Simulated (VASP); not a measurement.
# AlN (wurtzite) (P6_3mc) in VASP: notebook, part 2 of 2

VASP 6.6.1.

### Step 5. Single point, r2SCAN

This run uses another cell than the first one, of 10.40 Å³/atom, 1.005 times its volume.

Input file POSCAR:

```
AlN
1.0
    3.1067016190      0.0000000000      0.0000000000
   -1.5533508095      2.6904825240      0.0000000000
    0.0000000000      0.0000000000      4.9783374663
Al N
2 2
Direct
    0.3333333333      0.6666666667      0.0001702140
    0.6666666667      0.3333333333      0.5001702140
    0.3333333333      0.6666666667      0.3818297860
    0.6666666667      0.3333333333      0.8818297860
```

Input file INCAR.step1:

```
  ALGO = Normal
  EDIFF = 1E-4
  ENCUT = 520
  GGA = PE
  ISMEAR = 0
  LASPH = True
  LCHARG = False
  LREAL = False
  LWAVE = True
  NBANDS = 16
  NELM = 100
  PREC = Accurate
  SIGMA = 0.01
```

Input file INCAR.step2:

```
  ALGO = Normal
  EDIFF = 1E-7
  ENCUT = 520
  ISIF = 2
  ISMEAR = 0
  ISTART = 1
  LASPH = True
  LCHARG = True
  LELF = True
  LMIXTAU = True
  LREAL = False
  LVHAR = True
  LWAVE = False
  METAGGA = R2SCAN
  NBANDS = 16
  NELM = 100
  PREC = Accurate
  SIGMA = 0.01
```

Input file KPOINTS:

```
k-points
0
Gamma
  8 8 5
```

Potentials or basis: VASP PAW PBE potentials, release 64 (Al, N).

On the command line:

```
cat potpaw_PBE.64/Al/POTCAR potpaw_PBE.64/N/POTCAR > POTCAR
cp INCAR.step1 INCAR
mpirun -np 1 vasp_std > vasp.out
cp INCAR.step2 INCAR
mpirun -np 1 vasp_std > vasp.out
```

OUTCAR:

```text
EDIFF = 1E-7
   ENCUT = 520
   ISIF = 2
   ISMEAR = 0
   ISTART = 1
   LASPH = True
   LREAL = False
   METAGGA = R2SCAN
   NELM = 100
   PREC = Accurate

 ion  position               nearest neighbor table
   1  0.333  0.667  0.000-   4 1.89   4 1.89   4 1.89   3 1.90   2 3.07   2 3.07   2 3.07   2 3.07
                             2 3.07   2 3.07
   2  0.667  0.333  0.500-   3 1.89   3 1.89   3 1.89   4 1.90   1 3.07   1 3.07   1 3.07   1 3.07
                             1 3.07   1 3.07
   3  0.333  0.667  0.382-   2 1.89   2 1.89   2 1.89   1 1.90
   4  0.667  0.333  0.882-   1 1.89   1 1.89   1 1.89   2 1.90

  LATTYP: Found a hexagonal cell.
 ALAT       =     3.1067016190
 C/A-ratio  =     1.6024511127

  Lattice vectors:

 A1 = (   3.1067016190,   0.0000000000,   0.0000000000)
 A2 = (  -1.5533508095,   2.6904825240,   0.0000000000)
 A3 = (   0.0000000000,   0.0000000000,   4.9783374663)

Analysis of symmetry for initial positions (statically):
=====================================================================
 Subroutine PRICEL returns:
 Original cell was already a primitive cell.

 Routine SETGRP: Setting up the symmetry group for a
 hexagonal supercell.

 Subroutine GETGRP returns: Found 12 space group operations
 (whereof  6 operations were pure point group operations)
 out of a pool of 24 trial point group operations.

The static configuration has the point symmetry C_3v.
 The point group associated with its full space group is C_6v.

Analysis of symmetry for dynamics (positions and initial velocities):
=====================================================================
 Subroutine PRICEL returns:
 Original cell was already a primitive cell.

 Routine SETGRP: Setting up the symmetry group for a
 hexagonal supercell.

 Subroutine GETGRP returns: Found 12 space group operations
 (whereof  6 operations were pure point group operations)
 out of a pool of 24 trial point group operations.

The dynamic configuration has the point symmetry C_3v.
 The point group associated with its full space group is C_6v.

 Subroutine INISYM returns: Found 12 space group operations
 (whereof  6 operations are pure point group operations),
 and found     1 'primitive' translations

----------------------------------------------------------------------------------------

                                     Primitive cell

  volume of cell :      41.6116

  direct lattice vectors                    reciprocal lattice vectors
     3.106701619  0.000000000  0.000000000     0.321884791  0.185840270  0.000000000
    -1.553350809  2.690482524  0.000000000     0.000000000  0.371680541  0.000000000
     0.000000000  0.000000000  4.978337466     0.000000000  0.000000000  0.200870272

  length of vectors
     3.106701619  3.106701619  4.978337466     0.371680541  0.371680541  0.200870272

  position of ions in fractional coordinates (direct lattice)
     0.333333333  0.666666667  0.000170214
     0.666666667  0.333333333  0.500170214
     0.333333333  0.666666667  0.381829786
     0.666666667  0.333333333  0.881829786

  ion indices of the primitive-cell ions
   primitive index   ion index
                 1           1
[... 31 lines left out ...]
            Coordinates               Weight
  0.000000  0.000000  0.000000      1.000000
  0.125000 -0.000000  0.000000      6.000000
  0.250000 -0.000000  0.000000      6.000000
  0.375000 -0.000000  0.000000      6.000000
  0.500000 -0.000000  0.000000      3.000000
  0.125000  0.125000  0.000000      6.000000
[... 16 lines left out ...]
  0.250000 -0.000000  0.400000     12.000000
  0.375000 -0.000000  0.400000     12.000000
 [... further k-points ...]
   k-points           NKPTS =     30   k-points in BZ     NKDIM =     30   number of bands    NBANDS=     16
   number of dos      NEDOS =    301   number of ions     NIONS =      4
   total plane-waves  NPLWV =  23040
   dimension x,y,z NGX =    24 NGY =   24 NGZ =   40
   dimension x,y,z NGXF=    48 NGYF=   48 NGZF=   80
   ions per type =               2   2
   NGX,Y,Z   is equivalent  to a cutoff of  12.84, 12.84, 13.36 a.u.
   NGXF,Y,Z  is equivalent  to a cutoff of  25.69, 25.69, 26.72 a.u.
 SYSTEM =  unknown system
   PREC   = accura    normal or accurate (medium, high low for compatibility)
   ISTART =      1    job   : 0-new  1-cont  2-samecut
   ICHARG =      0    charge: 1-file 2-atom 10-const
   ISPIN  =      1    spin polarized calculation?
   LNONCOLLINEAR =      F non collinear calculations
   LSORBIT =      F    spin-orbit coupling
   LASPH  =      T    aspherical Exc in radial PAW
   ENCUT  =  520.0 eV  38.22 Ry    6.18 a.u.   5.78  5.78  9.26*2*pi/ulx,y,z
   NELM   =    100;   NELMIN=  2; NELMDL=  0     # of ELM steps
   EDIFF  = 0.1E-06   stopping-criterion for ELM
   LREAL  =      F    real-space projection
   EDIFFG = 0.1E-05   stopping-criterion for IOM
   NSW    =      0    number of steps for IOM
   IBRION =     -1    ionic relax: 0-MD 1-quasi-New 2-CG
   NFREE  =      0    steps in history (QN), initial steepest desc. (CG)
   ISIF   =      2    stress and relaxation
   ISYM   =      2    0-nonsym 1-usesym 2-fastsym
   POTIM  = 0.5000    time-step for ionic-motion
   TEBEG  =    0.0;   TEEND  =   0.0 temperature during run
   PSTRESS=    0.0 pullay stress
   NELECT =      16.0000    total number of electrons
   NUPDOWN=      -1.0000    fix difference up-down
   EMIN   =  10.00;   EMAX   =-10.00  energy-range for DOS
   EFERMI =   0.00;   METHOD = LEGACY
   ISMEAR =     0;   SIGMA  =   0.01  broadening in eV -4-tet -1-fermi 0-gaus
   EFERMI_NEDOS =   21; number of points for ismear=-14 and -15
   IALGO  =     38    algorithm
   IMIX   =      4    mixing-type and parameters
     AMIX     =   0.40;   BMIX     =  1.00
     AMIX_MAG =   1.60;   BMIX_MAG =  1.00
  volume/ion in A,a.u.               =      10.40        70.20
  Fermi-wavevector in a.u.,A,eV,Ry     =   1.190447  2.249619 19.281694  1.417165
  Thomas-Fermi vector in A             =   2.326532
   LORBIT       =      0    0 simple, 1 ext, 2 COOP (PROOUT), +10 PAW based schemes
   METAGGA = R2SCAN    functional components
   LHFCALC =     F    Hartree Fock is set to
   AEXX    =    0.0000 exact exchange contribution
   IVDW    =     0    specifies the selected vdW correction
   LEPSILON=     F    determine dielectric tensor
   LRPA    =     F    only Hartree local field effects (RPA)
 non-spin polarized calculation
 Gauss-broadening in eV      SIGMA  =   0.01
  energy-cutoff  :      520.00
  volume of cell :       41.61
 maximum number of plane-waves:      1136
 NGX is ok and might be reduce to    24
   NGX = 11   NGY = 11   NGZ = 19

 number of electron      15.9999996 magnetization

 Free energy of the ion-electron system (eV)
  ---------------------------------------------------
  ext. energy  EPLUGINS =         0.00000000
  ---------------------------------------------------
  free energy    TOTEN  =       -38.45628541 eV

  energy without entropy =      -38.45628541  energy(sigma->0) =      -38.45628541

 E-fermi :   5.9808     XC(G=0): -11.4169

 val. band max:        5.9193147338   @ k =   0.0000   0.0000   0.0000
 cond. band min:      10.8390323397   @ k =   0.0000   0.0000   0.0000
 fundamental gap:      4.9197176059
 Fermi energy:         5.9808442930

 k-point     1 :       0.0000    0.0000    0.0000
  band No.  band energies     occupation
      1     -10.0623      2.00000
      2      -7.9402      2.00000
      3      -0.1508      2.00000
      4       5.0333      2.00000
      5       5.0333      2.00000
      6       5.6942      2.00000
[... 433 lines left out ...]
      3       0.6102      2.00000
      4       1.0107      2.00000
      5       3.8613      2.00000
      6       4.3387      2.00000
[... 8 lines left out ...]
     15      19.4765      0.00000
     16      20.7847      0.00000

 [... further k-points ...]

------------------------ aborting loop because EDIFF is reached ----------------------------------------

  FORCE on cell =-STRESS in cart. coord.  units (eV):
  Direction    XX          YY          ZZ          XY          YZ          ZX
  --------------------------------------------------------------------------------------
  -------------------------------------------------------------------------------------
  Total       -0.0982689     -0.0982689     -0.0993429      0.0000000     -0.0000000      0.0000000
  in kB       -3.7836635     -3.7836635     -3.8250167      0.0000000     -0.0000000      0.0000000
  external PRESSURE =      -3.7974479 kB  Pullay stress =       0.0000000 kB

 VOLUME and BASIS-vectors are now :
 -----------------------------------------------------------------------------
  energy-cutoff  :      520.00
  volume of cell :       41.61
      direct lattice vectors                 reciprocal lattice vectors
     3.106701619  0.000000000  0.000000000     0.321884791  0.185840270  0.000000000
    -1.553350809  2.690482524  0.000000000     0.000000000  0.371680541  0.000000000
     0.000000000  0.000000000  4.978337466     0.000000000  0.000000000  0.200870272

 POSITION                                       TOTAL-FORCE (eV/Angst)
 -----------------------------------------------------------------------------------
     -0.00000      1.79366      0.00085        -0.000000      0.000000      0.001147
      1.55335      0.89683      2.49002         0.000000      0.000000      0.001147
     -0.00000      1.79366      1.90088        -0.000000     -0.000000     -0.001147
      1.55335      0.89683      4.39005         0.000000      0.000000     -0.001147
 -----------------------------------------------------------------------------------
    total drift:                               -0.000000     -0.000000     -0.019040

  FREE ENERGIE OF THE ION-ELECTRON SYSTEM (eV)
  ---------------------------------------------------
  free  energy   TOTEN  =       -38.4562854150 eV

  energy  without entropy=      -38.4562854150  energy(sigma->0) =      -38.45628541
```

Run time: 31 s. Hardware: 1 thread of Intel Xeon 6975P-C (Granite Rapids), shared host; peak memory 0.16 GiB.

What came out:

```
Free energy            : -38.4563 eV
Pressure               : -0.4 GPa
Band gap on the k mesh : 4.92 eV, direct
```

Caveat: the PAW data sets were made with another functional, which shifts forces and pressure a little. r2SCAN opens gaps a little over a GGA but as a rule still falls short of measured ones.

### Step 6. Single point, r2SCAN

This run uses another cell than the first one, of 10.45 Å³/atom, 1.010 times its volume.

Input file POSCAR:

```
AlN
1.0
    3.1067016190      0.0000000000      0.0000000000
   -1.5533508095      2.6904825240      0.0000000000
    0.0000000000      0.0000000000      5.0032291536
Al N
2 2
Direct
    0.3333333333      0.6666666667      0.0006415224
    0.6666666667      0.3333333333      0.5006415224
    0.3333333333      0.6666666667      0.3813584776
    0.6666666667      0.3333333333      0.8813584776
```

Input file INCAR.step1:

```
  PREC = Accurate
  ENCUT = 520
  ISMEAR = 0
  SIGMA = 0.01
  LREAL = False
  LASPH = True
  NELM = 80
  NBANDS = 16
  GGA = PE
  ALGO = Normal
  EDIFF = 1E-4
  LWAVE = True
  LCHARG = False
```

Input file INCAR.step2:

```
  PREC = Accurate
  ENCUT = 520
  EDIFF = 1E-6
  ISMEAR = 0
  SIGMA = 0.01
  LREAL = False
  LASPH = True
  NELM = 80
  ALGO = Normal
  ISIF = 2
  LWAVE = False
  LCHARG = False
  METAGGA = R2SCAN
  LMIXTAU = True
  NBANDS = 16
  ISTART = 1
```

Input file KPOINTS:

```
regular mesh
0
Gamma
  8 8 5
```

Potentials or basis: VASP PAW PBE potentials, release 64 (Al, N).

On the command line:

```
cat potpaw_PBE.64/Al/POTCAR potpaw_PBE.64/N/POTCAR > POTCAR
cp INCAR.step1 INCAR
mpirun -np 1 vasp_std > vasp.out
cp INCAR.step2 INCAR
mpirun -np 1 vasp_std > vasp.out
```

Run time: 25 s. Hardware: 1 thread of Intel Xeon 6975P-C (Granite Rapids), shared host; peak memory 0.16 GiB.

It converged, with:

| Property | Result |
| --- | --- |
| Free energy | -38.4548 eV |
| Pressure | -1.4 GPa |
| Band gap on the k mesh | 4.90 eV, direct |

Stress tensor (GPa, compression positive):
```
-0.90  0.00  0.00
 0.00 -0.90  0.00
 0.00  0.00 -2.30
```

Levels at points of the mesh, in eV from the valence-band top:
| k point | band 5 | band 6 | band 7 | band 8 | band 9 | band 10 | band 11 | band 12 |
| --- | --- | --- | --- | --- | --- | --- | --- | --- |
| (0.00, 0.00, 0.00) | -0.82 | -0.18 | -0.18 | 0.00 | 4.90 | 7.57 | 11.57 | 12.09 |
| (0.50, 0.00, 0.00) | -3.35 | -2.07 | -1.74 | -0.67 | 6.43 | 6.60 | 9.04 | 11.24 |

Caveat: the PAW data sets were made with another functional, which shifts forces and pressure a little.

### Step 7. Summary

| cell | gap on the mesh (eV) | pressure (GPa) |
| --- | --- | --- |
| a = 3.107, b = 3.107, c = 4.953 Å, angles 90.0, 90.0, 120.0°, 4 atoms | 4.94 | 0.6 |
| a = 3.091, b = 3.091, c = 4.978 Å, angles 90.0, 90.0, 120.0°, 4 atoms | 5.04 | 1.8 |
| a = 3.107, b = 3.107, c = 4.978 Å, angles 90.0, 90.0, 120.0°, 4 atoms | 4.92 | -0.4 |
| a = 3.107, b = 3.107, c = 5.003 Å, angles 90.0, 90.0, 120.0°, 4 atoms | 4.90 | -1.4 |

Alike in all rows: task single point; level r2SCAN; potentials or basis VASP PAW PBE potentials, release 64 (Al, N); no spin polarisation; k mesh 8 × 8 × 5; cutoff (eV) 520; smearing gaussian 0.01 eV.

Caveats: the PAW data sets were made with another functional, which shifts forces and pressure a little.

Absolute energies hang on the potentials; compare differences alone.
